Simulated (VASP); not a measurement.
Rh: single point with PBE

The system is Rh.

```
Rh
1.0
     2.73098    0.00000    0.00000
    -1.36549    2.36510    0.00000
     0.00000    0.00000    4.42849
Rh
2
Direct
  0.80398 0.33333 0.75000
  0.33333 0.66667 0.25000
```

This cell differs from its parent crystal: one atom moved.

```
Program                : VASP 6.6.1
Task                   : single point
Functional             : PBE
Potentials or basis    : VASP PAW PBE potentials, release 64 (Rh_pv)
Cutoff                 : 520 eV
k mesh                 : 15 × 15 × 8
Occupations            : gaussian, width 0.1 eV
Spin                   : no spin polarisation
Dipole correction      : no
Further INCAR settings : ALGO = Fast; EDIFF = 1e-06; NBANDS = 22
```

```
Pressure               : 0.3 GPa
Largest force          : 1.090 eV/Å
Band gap on the k mesh : zero (bands 15 and 16 overlap by 2.28 eV)
```

Forces in eV/Å, atoms in the order of the input:
```
Rh  -1.063 -0.241  0.000
Rh   1.063  0.241  0.000
```

Stress tensor (GPa, compression positive):
```
-0.76  2.69  0.00
 2.69 -3.87  0.00
 0.00  0.00  5.67
```

Levels at points of the mesh, in eV from the Fermi level:
```csv
k point,band 13,band 14,band 15,band 16,band 17,band 18
"(0.00, 0.00, 0.00)",-2.33,-1.93,-0.73,-0.68,0.79,0.84
"(0.00, 0.00, 0.50)",-2.59,-2.59,-0.61,-0.61,-0.23,-0.23
```

Wall time 4.2 min on 1 thread of Intel Xeon 8259CL, on a shared host, peak memory 0.36 GiB.

Caveat: the cell differs from its parent crystal (one atom moved); forces of over 1 eV/Å act on the atoms, so gaps and moduli don't describe the material at rest.
